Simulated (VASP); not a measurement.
# BAs (Pm-3m) in VASP: settings compared, part 2 of 2

VASP 6.6.1. Earlier steps stand in the parts before.

### Step 3. Single point, PBE-based screened hybrid with 10 % exact exchange

The input, POSCAR:

```
BAs
1.0
    2.9570103300      0.0000000000      0.0000000000
    0.0000000000      2.9570103300      0.0000000000
    0.0000000000      0.0000000000      2.9570103300
B As
1 1
Direct
    0.5000000000      0.5000000000      0.5000000000
    0.0000000000      0.0000000000      0.0000000000
```

The input, INCAR.step1:

```
SYSTEM = BAs
  PREC = Accurate
  ENCUT = 520
  EDIFF = 1E-5
  ISMEAR = -1
  SIGMA = 0.05
  LREAL = .FALSE.
  LASPH = .TRUE.
  NELM = 100
  ALGO = Normal
  ISIF = 2
  LWAVE = .TRUE.
  LCHARG = .FALSE.
  NBANDS = 11
  GGA = PE
```

The input, INCAR.step2:

```
SYSTEM = BAs
  PREC = Accurate
  ENCUT = 520
  EDIFF = 1E-6
  ISMEAR = -1
  SIGMA = 0.05
  LREAL = .FALSE.
  LASPH = .TRUE.
  NELM = 100
  ALGO = Normal
  ISIF = 2
  LWAVE = .FALSE.
  LCHARG = .FALSE.
  GGA = PE
  LHFCALC = .TRUE.
  AEXX = 0.1
  HFSCREEN = 0.2
  PRECFOCK = Normal
  NBANDS = 11
  ISTART = 1
```

The input, KPOINTS:

```
regular mesh
0
G
  5 5 5
  0 0 0
```

Potentials or basis: VASP PAW PBE potentials, release 64 (B, As).

The run is started by

```console
$ cat potpaw_PBE.64/B/POTCAR potpaw_PBE.64/As/POTCAR > POTCAR
$ cp INCAR.step1 INCAR
$ mpirun -np 1 vasp_std > vasp.out
$ cp INCAR.step2 INCAR
$ mpirun -np 1 vasp_std > vasp.out
```

OUTCAR:

```text
SYSTEM = BAs
   PREC = Accurate
   ENCUT = 520
   EDIFF = 1E-6
   ISMEAR = -1
   LREAL = .FALSE.
   LASPH = .TRUE.
   NELM = 100
   ISIF = 2
   GGA = PE
   LHFCALC = .TRUE.
   AEXX = 0.1
   HFSCREEN = 0.2
   PRECFOCK = Normal
   ISTART = 1

 ion  position               nearest neighbor table
   1  0.500  0.500  0.500-
   2  0.000  0.000  0.000-

  LATTYP: Found a simple cubic cell.
 ALAT       =     2.9570103300

  Lattice vectors:
[... 316 lines left out ...]
     10      25.6484      0.00000
     11      25.6484      0.00000

------------------------ aborting loop because EDIFF is reached ----------------------------------------

  FORCE on cell =-STRESS in cart. coord.  units (eV):
  Direction    XX          YY          ZZ          XY          YZ          ZX
  --------------------------------------------------------------------------------------
  -------------------------------------------------------------------------------------
  Total       -1.1151808     -1.1151808     -1.1151808     -0.0000000     -0.0000000      0.0000000
  in kB      -69.1030691    -69.1030691    -69.1030691     -0.0000000     -0.0000000      0.0000000
  external PRESSURE =     -69.1030691 kB  Pullay stress =       0.0000000 kB

 VOLUME and BASIS-vectors are now :
 -----------------------------------------------------------------------------
  energy-cutoff  :      520.00
  volume of cell :       25.86
      direct lattice vectors                 reciprocal lattice vectors
     2.957010330  0.000000000  0.000000000     0.338179407  0.000000000  0.000000000
     0.000000000  2.957010330  0.000000000     0.000000000  0.338179407  0.000000000
     0.000000000  0.000000000  2.957010330     0.000000000  0.000000000  0.338179407

 POSITION                                       TOTAL-FORCE (eV/Angst)
 -----------------------------------------------------------------------------------
      1.47851      1.47851      1.47851         0.000000      0.000000      0.000000
      0.00000      0.00000      0.00000         0.000000      0.000000      0.000000
 -----------------------------------------------------------------------------------
    total drift:                                0.000000      0.000000     -0.000000

  FREE ENERGIE OF THE ION-ELECTRON SYSTEM (eV)
  ---------------------------------------------------
  free  energy   TOTEN  =        -8.8298581427 eV

  energy  without entropy=       -8.8258949523  energy(sigma->0) =       -8.82787655
```

OUTCAR.step1:

```text
SYSTEM = BAs
   PREC = Accurate
   ENCUT = 520
   EDIFF = 1E-5
   ISMEAR = -1
   LREAL = .FALSE.
[... 345 lines left out ...]
      1.47851      1.47851      1.47851         0.000000      0.000000      0.000000
      0.00000      0.00000      0.00000         0.000000      0.000000      0.000000
 -----------------------------------------------------------------------------------
    total drift:                                0.000000      0.000000     -0.000000

  FREE ENERGIE OF THE ION-ELECTRON SYSTEM (eV)
  ---------------------------------------------------
  free  energy   TOTEN  =        -8.2980808634 eV

  energy  without entropy=       -8.2935506516  energy(sigma->0) =       -8.29581576
```

OSZICAR.step1:

```text
N       E                     dE             d eps       ncg     rms          rms(c)
DAV:   1     0.855220100600E+01    0.85522E+01   -0.37372E+03   220   0.634E+02
DAV:   2    -0.800303081536E+01   -0.16555E+02   -0.15986E+02   327   0.972E+01
DAV:   3    -0.838560706169E+01   -0.38258E+00   -0.38100E+00   265   0.109E+01
DAV:   4    -0.838613949659E+01   -0.53243E-03   -0.53242E-03   247   0.491E-01
DAV:   5    -0.838613982111E+01   -0.32452E-06   -0.32414E-06   251   0.136E-02    0.288E+00
DAV:   6    -0.830163902789E+01    0.84501E-01   -0.37771E-01   235   0.198E+00    0.158E+00
DAV:   7    -0.829909458655E+01    0.25444E-02   -0.21389E-02   250   0.823E-01    0.802E-01
DAV:   8    -0.829808836523E+01    0.10062E-02   -0.17503E-03   232   0.305E-01    0.566E-02
DAV:   9    -0.829808020983E+01    0.81554E-05   -0.15946E-04   253   0.519E-02    0.227E-02
DAV:  10    -0.829808086336E+01   -0.65353E-06   -0.96257E-06   134   0.224E-02
   1 F= -.82980809E+01 E0= -.82958158E+01  d E =-.453021E-02
```

It took 5.1 min on 1 thread of Intel Xeon 8259CL, shared host; peak memory 0.22 GiB.

What came out:

| Item | Value |
| --- | --- |
| Free energy | -8.8299 eV |
| Pressure | -6.9 GPa |
| Band gap on the k mesh | zero (bands 4 and 5 overlap by 3.75 eV) |

Caveat: the k points lie up to 0.42 Å⁻¹ apart, too coarse for converged energies and pressures of a metal; the PAW data sets were made with another functional, which shifts forces and pressure a little.

### Step 4. Single point, PBE-based screened hybrid with 15 % exact exchange

POSCAR is that of step 3.

The input, INCAR.step1:

```
SYSTEM = BAs
PREC     = Accurate       ! precision mode
ENCUT    = 520            ! plane-wave cutoff, eV
EDIFF    = 1E-5           ! SCF threshold, eV
ISMEAR   = -1             ! smearing method
SIGMA    = 0.05           ! smearing width, eV
LREAL    = .False.        ! projectors in reciprocal space
LASPH    = .True.         ! aspherical terms in the spheres
NELM     = 100            ! most SCF steps
ALGO     = Normal         ! electronic algorithm
ISIF     = 2              ! what is computed and relaxed
LWAVE    = .True.         ! write WAVECAR
LCHARG   = .False.        ! write CHGCAR
GGA      = PE             ! functional
NBANDS   = 11             ! bands
```

The input, INCAR.step2:

```
SYSTEM = BAs
PREC     = Accurate       ! precision mode
ENCUT    = 520            ! plane-wave cutoff, eV
EDIFF    = 1E-6           ! SCF threshold, eV
ISMEAR   = -1             ! smearing method
SIGMA    = 0.05           ! smearing width, eV
LREAL    = .False.        ! projectors in reciprocal space
LASPH    = .True.         ! aspherical terms in the spheres
NELM     = 100            ! most SCF steps
ALGO     = Normal         ! electronic algorithm
ISIF     = 2              ! what is computed and relaxed
LWAVE    = .False.        ! write WAVECAR
LCHARG   = .False.        ! write CHGCAR
GGA      = PE             ! functional
LHFCALC  = .True.         ! exact exchange
AEXX     = 0.15           ! exact-exchange fraction
HFSCREEN = 0.2            ! screening, 1/A
PRECFOCK = Normal       
ISTART   = 1            
NBANDS   = 11             ! bands
```

The input, KPOINTS:

```
regular mesh
0
Gamma
  5 5 5
  0 0 0
```

The run is started by

```console
$ cat potpaw_PBE.64/B/POTCAR potpaw_PBE.64/As/POTCAR > POTCAR
$ cp INCAR.step1 INCAR
$ mpirun -np 1 vasp_std > vasp.out
$ cp INCAR.step2 INCAR
$ mpirun -np 1 vasp_std > vasp.out
```

Run time: 5.8 min. Hardware: 1 thread of Intel Xeon 8259CL, shared host; peak memory 0.22 GiB.

It converged, with:

```yaml
Free_energy: -9.1008 eV
Pressure: -7.6 GPa
Band_gap_on_the_k_mesh: zero (bands 4 and 5 overlap by 3.88 eV)
```

Levels at points of the mesh, in eV from the Fermi level:
```tsv
k point	band 1	band 2	band 3	band 4	band 5	band 6	band 7	band 8
(0.00, 0.00, 0.00)	-16.85	-1.12	-1.12	-1.12	-0.65	5.76	5.76	9.58
```

Caveat: the k points lie up to 0.42 Å⁻¹ apart, too coarse for converged energies and pressures of a metal; the PAW data sets were made with another functional, which shifts forces and pressure a little.

### Step 5. Single point, PBE-based screened hybrid with 20 % exact exchange

POSCAR is that of step 4.

The input, INCAR.step1:

```
SYSTEM = BAs
ALGO = Normal
EDIFF = 1E-5
ENCUT = 520
GGA = PE
ISIF = 2
ISMEAR = -1
LASPH = .TRUE.
LCHARG = .FALSE.
LREAL = .FALSE.
LWAVE = .TRUE.
NBANDS = 11
NELM = 60
PREC = Accurate
SIGMA = 0.05
```

The input, INCAR.step2:

```
SYSTEM = BAs
AEXX = 0.2
ALGO = Normal
EDIFF = 1E-6
ENCUT = 520
GGA = PE
HFSCREEN = 0.2
ISIF = 2
ISMEAR = -1
ISTART = 1
LASPH = .TRUE.
LCHARG = .FALSE.
LHFCALC = .TRUE.
LREAL = .FALSE.
LWAVE = .FALSE.
NBANDS = 11
NELM = 60
PREC = Accurate
PRECFOCK = Normal
SIGMA = 0.05
```

The input, KPOINTS:

```
k-points
0
G
  5 5 5
  0 0 0
```

The run is started by

```console
$ cat potpaw_PBE.64/B/POTCAR potpaw_PBE.64/As/POTCAR > POTCAR
$ cp INCAR.step1 INCAR
$ mpirun -np 1 vasp_std > vasp.out
$ cp INCAR.step2 INCAR
$ mpirun -np 1 vasp_std > vasp.out
```

It took 6.3 min on 1 thread of Intel Xeon 8259CL, shared host; peak memory 0.22 GiB.

The run converged. Its results:

```yaml
Free_energy: -9.3750 eV
Pressure: -8.3 GPa
Band_gap_on_the_k_mesh: zero (bands 4 and 5 overlap by 4.00 eV)
```

Levels at points of the mesh, in eV from the Fermi level:
```
           k point  band 2  band 3  band 4  band 5  band 6  band 7
(0.00, 0.00, 0.00)   -1.16   -1.16   -1.16   -0.65    5.84    5.84
```

Caveat: the k points lie up to 0.42 Å⁻¹ apart, too coarse for converged energies and pressures of a metal; the PAW data sets were made with another functional, which shifts forces and pressure a little.

### Step 6. Summary

```csv
level,share of exact exchange,gap on the mesh (eV),pressure (GPa)
PBE-based screened hybrid with 5 % exact exchange,0.05,none,-6.1
PBE-based screened hybrid with 10 % exact exchange,0.1,none,-6.9
PBE-based screened hybrid with 15 % exact exchange,0.15,none,-7.6
PBE-based screened hybrid with 20 % exact exchange,0.2,none,-8.3
```

Alike in all rows: task single point; potentials or basis VASP PAW PBE potentials, release 64 (B, As); no spin polarisation; cell as given; k mesh 5 × 5 × 5; cutoff (eV) 520; smearing fermi-dirac 0.05 eV.

Caveats: all runs use coarse meshes; the PAW data sets were made with another functional, which shifts forces and pressure a little.

Absolute energies hang on the potentials; compare differences alone.
